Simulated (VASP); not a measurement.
Here is a VASP 6.6.1 calculation.

File INCAR:

```
PREC = Accurate ; ENCUT = 500
EDIFF = 1E-6 ; ISMEAR = 0
SIGMA = 0.1 ; LREAL = F
LASPH = T ; NELM = 200
ALGO = Normal ; ISIF = 2
LWAVE = F ; LCHARG = F
GGA = PE ; NBANDS = 33
GGA_COMPAT = F ; LMAXMIX = 6
```

Contents of KPOINTS:

```
regular mesh
0
Gamma
  4 4 4
```

The input POSCAR:

```
HoAuCl4
1.0
    5.1401090329      0.0000000000      0.0000000000
    0.0000000000      5.1401090329      0.0000000000
    0.0000000000      0.0000000000      8.5512953089
Ho Au Cl
1 1 4
Direct
    0.0000000000      0.0000000000      0.0000000000
    0.5000000000      0.5000000000      0.5000000000
    0.5000000000      0.0000000000      0.0000000000
    0.0000000000      0.5000000000      0.0000000000
    0.0000000000      0.0000000000      0.3069565596
    0.0000000000      0.0000000000      0.6930434404
```

Potentials or basis: VASP PAW PBE potentials, release 64 (Ho_3, Au, Cl), 4f in core.

Run with:

```bash
$ cat potpaw_PBE.64/Ho_3/POTCAR potpaw_PBE.64/Au/POTCAR potpaw_PBE.64/Cl/POTCAR > POTCAR
$ mpirun -np 1 vasp_std > vasp.out
```

Question: What does it give for the band gap on the k mesh?

Answer: 0.14 eV.

Question: What does it give for the pressure?

Answer: 0.0 GPa.

Forces in eV/Å, atoms in the order of the input:
```
Ho   0.000  0.000  0.000
Au   0.000  0.000  0.000
Cl   0.000  0.000  0.000
Cl   0.000  0.000  0.000
Cl   0.000  0.000  0.013
Cl   0.000  0.000 -0.013
```

Caveat: spin-orbit coupling is left out, which moves the levels of the heavy elements; the 4f electrons are frozen in the core, so they carry no moment and show no levels. A k mesh can miss the band edges.
